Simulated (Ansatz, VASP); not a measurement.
Two plane-wave programs on AlIn7

```
Al In
1.0
     0.00000    4.83199    4.83199
     4.83199    0.00000    4.83199
     4.83199    4.83199    0.00000
Al In
1 7
Direct
  0.50000 0.50000 0.50000
  0.29141 0.70859 0.70859
  0.70859 0.29141 0.29141
  0.70859 0.29141 0.70859
  0.29141 0.70859 0.29141
  0.70859 0.70859 0.29141
  0.29141 0.29141 0.70859
  0.00000 0.00000 0.00000
```

Alike in both runs: task relaxation of cell and atoms; functional PBE; k mesh 3 × 3 × 3; occupations gaussian, width 0.2 eV; no spin polarisation.

```csv
,VASP,Ansatz
version,VASP 6.6.1,Ansatz 0.2.0
potentials or method,"VASP PAW PBE potentials, release 64 (Al, In_d), cutoff 600 eV","scalar-relativistic, plane waves, PAW"
valence electrons in the cell,94,94
```

Ansatz gave:

- gap on the k mesh at the Fermi level, each at its own relaxed structure (eV): none
- relaxed volume (Å³/atom): 43.22
- relaxed cell length with the largest relative difference (Å): 7.878

Problem. Estimate VASP's values.

Solution. gap on the k mesh at the Fermi level, each at its own relaxed structure (eV): none; relaxed volume (Å³/atom): 44.26; relaxed cell length with the largest relative difference (Å): 7.941.

A gap of «none» marks a metal or a gap that the smearing closes.

The k mesh is coarse, so the values compare programs but aren't converged. Noted on VASP's run: the volume moved by over 15 % at a fixed basis, so the end points are rough.
